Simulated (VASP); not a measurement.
**Au: single point with PBE**

Au:

```
Au
1.0
     0.00000    2.15827    2.15827
     2.15827    0.00000    2.15827
     2.15827    2.15827    0.00000
Au
1
Direct
  0.00000 0.00000 0.00000
```

This cell differs from its parent crystal: volume scaled by 1.12.

```yaml
Program: VASP 6.6.1
Task: single point
Functional: PBE
Potentials_or_basis: VASP PAW PBE potentials, release 64 (Au)
Cutoff: 520 eV
k_mesh: 21 × 21 × 21
Occupations: fermi-dirac, width 0.1 eV
Spin: no spin polarisation
```

* Pressure: -11.3 GPa

Levels at points of the mesh, in eV from the Fermi level:
| k point | band 2 | band 3 | band 4 | band 5 | band 6 | band 7 | band 8 | band 9 | band 10 | band 11 |
| --- | --- | --- | --- | --- | --- | --- | --- | --- | --- | --- |
| (0.00, 0.00, 0.00) | -3.92 | -3.92 | -3.92 | -2.79 | -2.79 | 14.60 | 17.64 | 17.64 | 17.64 | 22.07 |

Run time: 28 s on 1 thread of Intel(R) Xeon(R) Platinum 8375C CPU @ 2.90GHz (Ice Lake), on a shared host, peak memory 0.19 GiB.

Caveat: spin-orbit coupling is left out, which moves the levels of the heavy elements.
